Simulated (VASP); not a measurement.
A run of VASP 6.6.1 is set up as follows.

INCAR

```
SYSTEM = HCl
  PREC = Accurate
  ENCUT = 520
  EDIFF = 1E-6
  ISMEAR = 0
  SIGMA = 0.1
  LREAL = .False.
  LASPH = .True.
  NELM = 80
  ALGO = Normal
  ISIF = 2
  LWAVE = .False.
  LCHARG = .False.
  LDIPOL = .True.
  IDIPOL = 3
  DIPOL = 0.5 0.5 0.663
  GGA = PE
  NBANDS = 11
```

Contents of KPOINTS:

```
Automatic mesh
0
Gamma
  3 3 1
  0 0 0
```

Contents of POSCAR:

```
HCl
1.0
    5.8650143192      0.0000000000      0.0000000000
    0.0000000000      5.8650143192      0.0000000000
    0.0000000000      0.0000000000     25.5035870953
Cl H
1 1
Direct
    0.7500000000      0.7500000000      0.6884179857
    0.7500000000      0.7500000000      0.6371348595
```

Potentials or basis: VASP PAW PBE potentials, release 64 (Cl, H).

Command:

```sh
$ cat potpaw_PBE.64/Cl/POTCAR potpaw_PBE.64/H/POTCAR > POTCAR
$ mpirun -np 1 vasp_std > vasp.out
```

Q: What does it give for the gap between the frontier levels?

A: 6.22 eV.

Q: Estimate the largest force.

A: 0.689 eV/Å.

Forces on the atoms (eV/Å):
```
Cl   0.000  0.000 -0.689
H    0.000  0.000  0.689
```
